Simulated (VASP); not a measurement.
A run of VASP 6.6.1:

Contents of INCAR:

```
ALGO = Normal ; EDIFF = 1E-6
ENCUT = 520 ; GGA = PE
ISIF = 2 ; ISMEAR = -1
LASPH = T ; LCHARG = F
LREAL = F ; LWAVE = F
NBANDS = 8 ; NELM = 60
PREC = Accurate ; SIGMA = 0.05
```

The input KPOINTS:

```
k-points
0
Gamma
  13 13 13
```

Contents of POSCAR:

```
Sb
1.0
    3.1600000000     -0.0316000000     -0.0316000000
   -0.0316000000      3.1600000000     -0.0316000000
   -0.0316000000     -0.0316000000      3.1600000000
Sb
1
Direct
    0.0000000000      0.0000000000      0.0000000000
```

Potentials or basis: VASP PAW PBE potentials, release 64 (Sb).

Command:

```console
$ cat potpaw_PBE.64/Sb/POTCAR > POTCAR
$ mpirun -np 1 vasp_std > vasp.out
```

Hardware: 1 thread of Intel(R) Xeon(R) Platinum 8488C (Sapphire Rapids), with other jobs on the host.

Task: Estimate the wall time of this run.

Result: It took 22 s on 1 thread of Intel(R) Xeon(R) Platinum 8488C (Sapphire Rapids), on a shared host, peak memory 0.18 GiB. Counts: scf iterations 10, k points 231.
